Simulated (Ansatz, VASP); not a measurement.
# AlNi: VASP beside Ansatz

```
Al Ni
1.0
     2.92173    0.00000    0.00000
     0.00000    2.92173    0.00000
     0.00000    0.00000    2.92173
Al Ni
1 1
Direct
  0.00000 0.00000 0.00000
  0.50000 0.50000 0.50000
```

Alike in both runs: task single point; functional PBE; k mesh 14 × 14 × 14; occupations gaussian, width 0.1 eV; no spin polarisation.

|  | VASP | Ansatz |
| --- | --- | --- |
| version | VASP 6.6.1 | Ansatz 0.2.0 |
| potentials or method | VASP PAW PBE potentials, release 64 (Al, Ni), cutoff 520 eV | scalar-relativistic, plane waves, PAW |
| valence electrons in the cell | 13 | 21 |

```csv
,VASP,Ansatz,Ansatz less VASP
gap on the k mesh at the Fermi level (eV),none,none,-
pressure (GPa),-4.4,-4.4,0.00
```

A gap of «none» marks a metal or a gap that the smearing closes. VASP's potentials hold 13 valence electrons a cell and Ansatz's 21, so a difference there can come from the potentials and not from the codes.
